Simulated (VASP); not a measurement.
Set up this calculation in VASP 6.6.1, as the native input.

- Task: single point
- Functional: PBEsol
- Potentials or basis: VASP PAW PBE potentials, release 64 (Li_sv)
- Cutoff: 520 eV
- k mesh: 8 × 8 × 11
- Occupations: fermi-dirac, width 0.08 eV
- Spin: no spin polarisation
- Dipole correction: no
- Further INCAR settings: ALGO = Normal; EDIFF = 1e-07; NBANDS = 12

The structure of Li lies in POSCAR:

```
Li
1.0
    0.0000000000      3.4297277846     -3.4297277846
   -3.4297277846      0.0000000000      3.4297277846
    1.7148638923      1.7148638923      1.7148638923
Li
3
Direct
    0.0000000000      0.0000000000      0.0000000000
    0.3333333330      0.6666666670      0.3333333330
    0.6666666670      0.3333333330      0.6666666670
```

These files were run (other wordings do the same):

INCAR

```
  ALGO = Normal
  EDIFF = 1E-7
  ENCUT = 520
  GGA = PS
  ISIF = 2
  ISMEAR = -1
  LASPH = T
  LCHARG = T
  LELF = T
  LREAL = F
  LVHAR = T
  LWAVE = F
  NBANDS = 12
  NELM = 60
  PREC = Accurate
  SIGMA = 0.08
```

KPOINTS

```
k-points
0
Gamma
  8 8 11
```

Potentials or basis: VASP PAW PBE potentials, release 64 (Li_sv).

Command:

```console
$ cat potpaw_PBE.64/Li_sv/POTCAR > POTCAR
$ mpirun -np 1 vasp_std > vasp.out
```

Results of the run:

```
Band gap on the k mesh : zero (an odd number of electrons rules out a gap without spin polarisation)
```

Run time: 110 s on 1 thread of Intel Xeon 8259CL (shared host), peak memory 0.16 GiB.
